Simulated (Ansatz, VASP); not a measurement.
One calculation of Si16Ge, two programs

```xyz
17
Lattice="0.0000 5.4300 5.4300 5.4300 0.0000 5.4300 5.4300 5.4300 0.0000" Properties=species:S:1:pos:R:3 pbc="T T T"
Si   -0.1213    0.1207   -0.1276
Si    1.4804    1.4864    1.2376
Si    2.9670    2.4624   -0.2488
Si    3.9429    3.9489    1.2377
Si    2.8460    0.1203    2.8394
Si    3.8224    1.6069    4.3255
Si    5.3090    2.5831    2.8393
Si    6.9102    3.9490    4.2057
Si    0.0871    2.7385    2.6318
Si    1.2723    4.1568    4.0505
Si    2.6906    5.3420    2.6318
Si    4.3411    6.5179    3.8071
Si    2.4485    2.9808    5.7002
Si    4.0986    4.1566    6.8762
Si    5.5165    5.3426    5.4580
Si    6.7027    6.7607    6.8761
Ge    6.1090    4.7502    2.0394
```

Alike in both runs: functional PBE; dispersion D3(BJ); k mesh 2 × 2 × 2; occupations gaussian, width 0.02 eV; no spin polarisation.

Ansatz relaxed the structure, and its values are those at the end. VASP's run is a single point on that final structure, the one shown.

```csv
,VASP,Ansatz
version,VASP 6.6.1,Ansatz 0.2.0
potentials or method,"VASP PAW PBE potentials, release 64 (Si, Ge_d), cutoff 520 eV","scalar-relativistic, plane waves, PAW"
valence electrons in the cell,78,78
```

Ansatz gave:

- rms of the force components (eV/Å): 0.008

Which values does VASP return?

rms of the force components (eV/Å): 0.009.

The k mesh is coarse, so the values compare programs but aren't converged.
